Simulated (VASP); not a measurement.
# TiO2 (C2/c) in VASP: notebook, part 2 of 2

VASP 6.6.1. The steps go on from the part before.

## 4. Single point, PBEsol

This run uses another cell than the first one, of 11.40 Å³/atom.

INCAR reads:

```
PREC = Accurate ; ENCUT = 520
EDIFF = 1E-6 ; ISMEAR = 0
SIGMA = 0.01 ; LREAL = False
LASPH = True ; NELM = 80
ALGO = Normal ; ISIF = 2
LWAVE = False ; LCHARG = False
GGA = PS ; NBANDS = 33
```

KPOINTS reads:

```
regular mesh
0
Gamma
  6 6 4
```

POSCAR reads:

```
TiO2
1.0
    2.6817633294     -2.6823787596      0.0000000000
    2.6817633294      2.6823787596      0.0000000000
   -2.6099106155      0.0000000000      4.7536155166
Ti O
2 4
Direct
    0.1341100000      0.8658900000      0.2500000000
    0.8658900000      0.1341100000      0.7500000000
    0.3312210000      0.0887550000      0.6671490000
    0.6687790000      0.9112450000      0.3328510000
    0.9112450000      0.6687790000      0.8328510000
    0.0887550000      0.3312210000      0.1671490000
```

Potentials or basis: VASP PAW PBE potentials, release 64 (Ti_sv, O).

Started as:

```sh
$ cat potpaw_PBE.64/Ti_sv/POTCAR potpaw_PBE.64/O/POTCAR > POTCAR
$ mpirun -np 1 vasp_std > vasp.out
```

OUTCAR:

```text
PREC = Accurate
   ENCUT = 520
   EDIFF = 1E-6
   ISMEAR = 0
   LREAL = False
   LASPH = True
   NELM = 80
   ISIF = 2
   GGA = PS

 ion  position               nearest neighbor table
   1  0.134  0.866  0.250-   4 1.92   6 1.92   6 1.96   4 1.96   3 1.98   5 1.98
   2  0.866  0.134  0.750-   5 1.92   3 1.92   5 1.96   3 1.96   6 1.98   4 1.98
   3  0.331  0.089  0.667-   2 1.92   2 1.96   1 1.98
   4  0.669  0.911  0.333-   1 1.92   1 1.96   2 1.98
   5  0.911  0.669  0.833-   2 1.92   2 1.96   1 1.98
   6  0.089  0.331  0.167-   1 1.92   1 1.96   2 1.98
[... 1075 lines left out ...]
  -------------------------------------------------------------------------------------
  Total       -0.6770019     -0.6971956     -0.4377450      0.0000000      0.0000000     -0.0506811
  in kB      -15.8600981    -16.3331760    -10.2550359      0.0000000      0.0000000     -1.1873043
  external PRESSURE =     -14.1494367 kB  Pullay stress =       0.0000000 kB

 VOLUME and BASIS-vectors are now :
 -----------------------------------------------------------------------------
  energy-cutoff  :      520.00
  volume of cell :       68.39
      direct lattice vectors                 reciprocal lattice vectors
     2.681763329 -2.682378760  0.000000000     0.186444491 -0.186401715  0.102364917
     2.681763329  2.682378760  0.000000000     0.186444491  0.186401715  0.102364917
    -2.609910616  0.000000000  4.753615517     0.000000000  0.000000000  0.210366193

 POSITION                                       TOTAL-FORCE (eV/Angst)
 -----------------------------------------------------------------------------------
      2.02929      1.96291      1.18840         0.000000      0.093178     -0.000000
      0.72433     -1.96291      3.56521         0.000000     -0.093178     -0.000000
     -0.61492     -0.65039      3.17137        -0.014723     -0.007950     -0.060593
      3.36854      0.65039      1.58225         0.014723      0.007950      0.060593
      2.06358     -0.65039      3.95905         0.014723     -0.007950      0.060593
      0.69003      0.65039      0.79456        -0.014723      0.007950     -0.060593
 -----------------------------------------------------------------------------------
    total drift:                               -0.000000      0.000000     -0.000000

  FREE ENERGIE OF THE ION-ELECTRON SYSTEM (eV)
  ---------------------------------------------------
  free  energy   TOTEN  =       -56.2098120899 eV

  energy  without entropy=      -56.2098120899  energy(sigma->0) =      -56.20981209
```

OSZICAR:

```text
N       E                     dE             d eps       ncg     rms          rms(c)
DAV:   1     0.664120696822E+03    0.66412E+03   -0.24516E+04  3102   0.171E+03
DAV:   2     0.313738991394E+02   -0.63275E+03   -0.58696E+03  3395   0.514E+02
DAV:   3    -0.661420691735E+02   -0.97516E+02   -0.95898E+02  4214   0.191E+02
DAV:   4    -0.722434800555E+02   -0.61014E+01   -0.60893E+01  4780   0.451E+01
DAV:   5    -0.725016281631E+02   -0.25815E+00   -0.25812E+00  3945   0.688E+00    0.319E+01
DAV:   6    -0.564144906343E+02    0.16087E+02   -0.73152E+01  4368   0.874E+01    0.108E+01
DAV:   7    -0.564459713719E+02   -0.31481E-01   -0.14118E+01  4045   0.313E+01    0.954E+00
DAV:   8    -0.562445721019E+02    0.20140E+00   -0.66216E-01  4208   0.751E+00    0.574E+00
DAV:   9    -0.562407305741E+02    0.38415E-02   -0.55750E-01  4349   0.788E+00    0.184E+00
DAV:  10    -0.562201566506E+02    0.20574E-01   -0.21878E-01  4376   0.504E+00    0.920E-01
DAV:  11    -0.562099813296E+02    0.10175E-01   -0.40831E-02  4096   0.129E+00    0.299E-01
DAV:  12    -0.562100615625E+02   -0.80233E-04   -0.39927E-03  3688   0.752E-01    0.144E-01
DAV:  13    -0.562098649794E+02    0.19658E-03   -0.11233E-03  4307   0.424E-01    0.577E-02
DAV:  14    -0.562098132283E+02    0.51751E-04   -0.17100E-04  3918   0.959E-02    0.164E-02
DAV:  15    -0.562098117952E+02    0.14331E-05   -0.17218E-05  4293   0.342E-02    0.756E-03
DAV:  16    -0.562098120899E+02   -0.29469E-06   -0.16856E-06  2821   0.106E-02
   1 F= -.56209812E+02 E0= -.56209812E+02  d E =-.113208E-20
```

stdout:

```text
POSCAR found type information on POSCAR TiO
 POSCAR found :  2 types and       6 ions
 scaLAPACK will be used
 -----------------------------------------------------------------------------
|                                                                             |
|                                                                             |
|     You enforced a specific xc type in the INCAR file but a different       |
|     I HOPE YOU KNOW WHAT YOU ARE DOING!                                     |
|                                                                             |
 -----------------------------------------------------------------------------

 LDA part: xc-table for (Slater+PW92), standard interpolation
 POSCAR, INCAR and KPOINTS ok, starting setup
 FFT: planning ... GRIDC
 FFT: planning ... GRID_SOFT
 FFT: planning ... GRID
 WAVECAR not read
 entering main loop
```

Run time: 91 s. Hardware: 1 thread of Intel Xeon Platinum 8488C (Sapphire Rapids), shared host; peak memory 0.23 GiB.

Results:

```yaml
Free_energy: -56.2098 eV
Pressure: -1.4 GPa
Largest_force: 0.093 eV/Å
Band_gap_on_the_k_mesh: 2.07 eV (least direct gap 2.40 eV)
```

Forces on the atoms (eV/Å):
```
Ti   0.000  0.093  0.000
Ti   0.000 -0.093  0.000
O   -0.015 -0.008 -0.061
O    0.015  0.008  0.061
O    0.015 -0.008  0.061
O   -0.015  0.008 -0.061
```

Stress tensor (GPa, compression positive):
```
-1.59  0.00 -0.12
 0.00 -1.63  0.00
-0.12  0.00 -1.03
```

Levels at points of the mesh, in eV from the valence-band top:
| k point | band 21 | band 22 | band 23 | band 24 | band 25 | band 26 | band 27 | band 28 |
| --- | --- | --- | --- | --- | --- | --- | --- | --- |
| (0.00, 0.00, 0.00) | -0.75 | -0.71 | -0.46 | -0.46 | 2.07 | 2.84 | 3.93 | 3.94 |
| (0.50, 0.00, 0.00) | -1.94 | -0.95 | -0.84 | -0.62 | 3.28 | 3.45 | 3.48 | 3.74 |
| (0.50, 0.50, 0.00) | -2.24 | -1.92 | -0.01 | 0.00 | 3.31 | 3.35 | 3.63 | 3.99 |
| (0.00, 0.00, 0.50) | -1.25 | -1.25 | -0.11 | -0.11 | 2.44 | 2.44 | 3.75 | 3.75 |
| (0.50, 0.00, 0.50) | -1.91 | -0.94 | -0.84 | -0.62 | 3.13 | 3.57 | 3.58 | 3.62 |
| (0.50, 0.50, 0.50) | -2.08 | -2.08 | -0.02 | -0.02 | 3.34 | 3.34 | 3.82 | 3.82 |

Caveat: the PAW data sets were made with another functional, which shifts forces and pressure a little.

## 5. Single point, PBEsol

This run uses another cell than the first one, of 11.71 Å³/atom.

INCAR reads:

```
PREC     = Accurate       # precision mode
ENCUT    = 520            # plane-wave cutoff, eV
EDIFF    = 1E-7           # SCF threshold, eV
ISMEAR   = 0              # smearing method
SIGMA    = 0.01           # smearing width, eV
LREAL    = F              # projectors in reciprocal space
LASPH    = T              # aspherical terms in the spheres
NELM     = 80             # most SCF steps
ALGO     = Normal         # electronic algorithm
ISIF     = 2              # what is computed and relaxed
LWAVE    = F              # write WAVECAR
LCHARG   = F              # write CHGCAR
GGA      = PS             # functional
NBANDS   = 33             # bands
```

KPOINTS is that of step 4.

Changes to POSCAR since step 4:

```diff
@@ -2,5 +2,5 @@
 1.0
-    2.6817633294     -2.6823787596      0.0000000000
-    2.6817633294      2.6823787596      0.0000000000
-   -2.6099106155      0.0000000000      4.7536155166
+    2.7060340000     -2.7066550000      0.0000000000
+    2.7060340000      2.7066550000      0.0000000000
+   -2.6335310000      0.0000000000      4.7966370000
 Ti O
```

Started as:

```sh
$ cat potpaw_PBE.64/Ti_sv/POTCAR potpaw_PBE.64/O/POTCAR > POTCAR
$ mpirun -np 1 vasp_std > vasp.out
```

Wall time 1.9 min (1 thread of Intel Xeon Platinum 8488C (Sapphire Rapids), shared host); peak memory 0.21 GiB.

It converged, with:

- Free energy: -56.1627 eV
- Pressure: -6.9 GPa
- Largest force: 0.215 eV/Å
- Band gap on the k mesh: 2.01 eV (least direct gap 2.34 eV)

Forces on the atoms (eV/Å):
```
Ti   0.000  0.061  0.000
Ti   0.000 -0.061  0.000
O    0.008 -0.037 -0.212
O   -0.008  0.037  0.212
O   -0.008 -0.037  0.212
O    0.008  0.037 -0.212
```

Stress tensor (GPa, compression positive):
```
-7.01  0.00 -0.34
 0.00 -7.04  0.00
-0.34  0.00 -6.73
```

Levels at points of the mesh, in eV from the valence-band top:
```
           k point  band 20  band 21  band 22  band 23  band 24  band 25  band 26  band 27  band 28  band 29
(0.00, 0.00, 0.00)    -0.80    -0.77    -0.72    -0.44    -0.44     2.01     2.74     3.78     3.79     3.84
(0.50, 0.00, 0.00)    -1.97    -1.88    -0.91    -0.87    -0.62     3.17     3.32     3.36     3.60     4.09
(0.50, 0.50, 0.00)    -2.44    -2.18    -1.88    -0.01     0.00     3.19     3.23     3.50     3.84     4.68
(0.00, 0.00, 0.50)    -1.34    -1.25    -1.25    -0.12    -0.12     2.36     2.36     3.61     3.61     4.05
(0.50, 0.00, 0.50)    -1.91    -1.87    -0.89    -0.87    -0.62     3.02     3.43     3.45     3.48     4.17
(0.50, 0.50, 0.50)    -2.58    -2.03    -2.03    -0.02    -0.02     3.21     3.21     3.68     3.68     4.71
```

Caveat: the cell stands under tension; the PAW data sets were made with another functional, which shifts forces and pressure a little.

## 6. Overview

```csv
cell,gap on the mesh (eV),pressure (GPa),largest force (eV/Å)
"a = 3.722, b = 3.722, c = 5.322 Å, angles 109.9, 109.9, 90.0°, 6 atoms",2.18,12.2,0.31
"a = 3.758, b = 3.758, c = 5.373 Å, angles 109.9, 109.9, 90.0°, 6 atoms",2.13,4.9,0.13
"a = 3.793, b = 3.793, c = 5.423 Å, angles 109.9, 109.9, 90.0°, 6 atoms",2.07,-1.4,0.09
"a = 3.827, b = 3.827, c = 5.472 Å, angles 109.9, 109.9, 90.0°, 6 atoms",2.01,-6.9,0.22
```

Alike in all rows: task single point; level PBEsol; potentials or basis VASP PAW PBE potentials, release 64 (Ti_sv, O); no spin polarisation; k mesh 6 × 6 × 4; cutoff (eV) 520; smearing gaussian 0.01 eV.

Caveats: the PAW data sets were made with another functional, which shifts forces and pressure a little; the cell stands under pressure (at least some runs); the cell stands under tension (at least some runs).

Total energies depend on the potentials used, so only differences within one code and one set of settings carry meaning.
